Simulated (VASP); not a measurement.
Here is a VASP 6.6.1 calculation.

INCAR

```
PREC = Accurate
ENCUT = 600
EDIFF = 1E-6
ISMEAR = 0
SIGMA = 0.02
LREAL = False
LASPH = True
NELM = 80
ALGO = Normal
ISIF = 3
LWAVE = False
LCHARG = False
GGA = PE
IBRION = 2
NSW = 100
EDIFFG = -0.005
```

KPOINTS

```
Automatic mesh
0
Gamma
  12 12 2
```

The input POSCAR:

```
C
1.0
    2.5220988435      0.0000000000      0.0000000000
   -1.2610494217      2.1842016693      0.0000000000
    0.0000000000      0.0000000000     12.3557000000
C
12
Direct
    0.0000000000      0.0000000000      0.1875000000
    0.0000000000      0.0000000000      0.6875000000
    0.0000000000      0.0000000000      0.3125000000
    0.0000000000      0.0000000000      0.8125000000
    0.3333333333      0.6666666667      0.5208300000
    0.6666666667      0.3333333333      0.0208300000
    0.3333333333      0.6666666667      0.9791700000
    0.6666666667      0.3333333333      0.4791700000
    0.3333333333      0.6666666667      0.6458300000
    0.6666666667      0.3333333333      0.1458300000
    0.3333333333      0.6666666667      0.8541700000
    0.6666666667      0.3333333333      0.3541700000
```

Potentials or basis: VASP PAW PBE potentials, release 64 (C).

Run with:

```bash
$ cat potpaw_PBE.64/C/POTCAR > POTCAR
$ mpirun -np 1 vasp_std > vasp.out
```

(1) What does it give for the relaxed volume?

(2) What does it give for the space group after relaxing (to 0.05 Å)?

(3) Estimate the relaxed cell.

## Answers

(1) 5.70 Å³/atom.

(2) P6_3/mmc (No. 194).

(3) a = 2.520 Å, b = 2.520 Å, c = 12.429 Å, α = 90.00°, β = 90.00°, γ = 120.00°.
